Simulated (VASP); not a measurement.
Pt, 1 atom in the cell. It takes space group Fm-3m (No. 225, cubic). Conventional cell: a = 3.842 Å, b = 3.842 Å, c = 3.842 Å, α = 90.00°, β = 90.00°, γ = 90.00°. Pt (site symmetry m-3m) has 12 Pt at 2.72 Å within 3.6 Å.  This cell differs from its parent crystal: volume scaled by 0.94.

```yaml
Program: VASP 6.6.1
Task: single point
Functional: LDA
Potentials_or_basis: VASP PAW LDA potentials, release 64 (Pt)
Cutoff: 520 eV
k_mesh: 12 × 12 × 12
Occupations: fermi-dirac, width 0.05 eV
Spin: no spin polarisation
Dipole_correction: no
Further_INCAR_settings: ALGO = Normal; EDIFF = 1e-06; NBANDS = 11
```

Potentials or basis: VASP PAW LDA potentials, release 64 (Pt).

Command:

```console
$ cat potpaw_LDA.64/Pt/POTCAR > POTCAR
$ mpirun -np 1 vasp_std > vasp.out
```

Hardware: 1 thread of Intel(R) Xeon(R) Platinum 8259CL CPU @ 2.50GHz (Skylake/Cascade Lake), with other jobs on the host.

**Question.** Estimate the wall time of this run.

**Answer.** Run time: 8.1 s on 1 thread of Intel(R) Xeon(R) Platinum 8259CL CPU @ 2.50GHz (Skylake/Cascade Lake) (shared host), peak memory 0.12 GiB. Counts: scf iterations 11, k points 72.
